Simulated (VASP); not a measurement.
The system is ZnGa2O4.

```
Zn Ga O
1.0
     0.00000    4.17469    4.17469
     4.17469    0.00000    4.17469
     4.17469    4.17469    0.00000
Zn Ga O
2 4 8
Cartesian
  4.1747 4.1747 4.1747
  6.2620 6.2620 6.2620
  3.1310 3.1310 1.0437
  3.1310 1.0437 3.1310
  1.0437 3.1310 3.1310
  1.0437 1.0437 1.0437
  5.1233 7.4008 5.1233
  5.3135 5.3135 3.0359
  3.0359 3.0359 3.0359
  3.0359 5.3135 5.3135
  7.4008 7.4008 7.4008
  7.4008 5.1233 5.1233
  5.3135 3.0359 5.3135
  5.1233 5.1233 7.4008
```

Base run:

```yaml
Program: VASP 6.6.1
Functional: TB-mBJ
Potentials_or_basis: VASP PAW PBE potentials, release 64 (Zn, Ga_d, O)
Cutoff: 520 eV
k_mesh: 6 × 6 × 6
Occupations: gaussian, width 0.03 eV
Spin: no spin polarisation
```

Its results: band gap on the k mesh 4.59 eV (least direct gap 4.62 eV).

The run is repeated on the same cell with these changes: functional from TB-mBJ to r2SCAN. What comes out?

Band gap on the k mesh 3.19 eV (least direct gap 3.35 eV).
